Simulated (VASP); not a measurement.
**Co: single point with r2SCAN**

Crystal: Co.

```
Co
1.0
     2.46209    0.00000    0.00000
    -1.23105    2.13224    0.00000
     0.00000    0.00000    4.00072
Co
2
Direct
  0.33333 0.66667 0.25000
  0.66667 0.33333 0.75000
```

```
Program             : VASP 6.6.1
Task                : single point
Functional          : r2SCAN
Potentials or basis : VASP PAW PBE potentials, release 64 (Co)
Cutoff              : 520 eV
k mesh              : 20 × 20 × 12
Occupations         : gaussian, width 0.05 eV
Spin                : collinear spin, ferromagnetic start
Starting moments    : [2.1, 2.1] μB
```

```yaml
Pressure: 2.9 GPa
Net_moment: 3.49 μB per cell
Site_moments: Co +1.80 μB
Valence_electrons_inside_the_program's_atomic_spheres: Co 8.36
```

Stress tensor (GPa, compression positive):
```
3.05 0.00 0.00
0.00 3.05 0.00
0.00 0.00 2.53
```

Levels at points of the mesh, in eV from the Fermi level:
Spin up:
```tsv
k point	band 9	band 10	band 11	band 12	band 13	band 14
(0.00, 0.00, 0.00)	-2.72	-1.59	-1.59	-0.30	6.40	23.04
(0.50, 0.00, 0.00)	-1.37	-1.27	0.98	3.23	10.02	10.82
(0.00, 0.00, 0.50)	-1.91	-1.91	-1.91	-1.91	15.54	15.54
(0.50, 0.00, 0.50)	-1.33	-1.33	1.48	1.48	7.44	7.44
```
Spin down:
| k point | band 3 | band 4 | band 5 | band 6 | band 7 | band 8 | band 9 | band 10 | band 11 | band 12 |
| --- | --- | --- | --- | --- | --- | --- | --- | --- | --- | --- |
| (0.00, 0.00, 0.00) | -1.01 | -0.92 | -0.92 | -0.83 | -0.52 | -0.52 | 0.00 | 0.00 | 1.32 | 1.32 |
| (0.50, 0.00, 0.00) | -3.60 | -2.37 | -1.11 | -1.05 | -0.64 | 1.45 | 1.59 | 1.63 | 2.72 | 4.53 |
| (0.00, 0.00, 0.50) | -1.71 | -1.71 | -0.98 | -0.98 | -0.98 | -0.98 | 0.95 | 0.95 | 0.95 | 0.95 |
| (0.50, 0.00, 0.50) | -2.63 | -2.63 | 0.03 | 0.03 | 0.10 | 0.10 | 1.56 | 1.56 | 2.25 | 2.25 |

Wall time 7.7 min on 1 thread of AMD EPYC 9R45 96-Core Processor (Zen 5), with other jobs on the host, peak memory 0.25 GiB.

Caveat: the PAW data sets were made with another functional, which shifts forces and pressure a little.
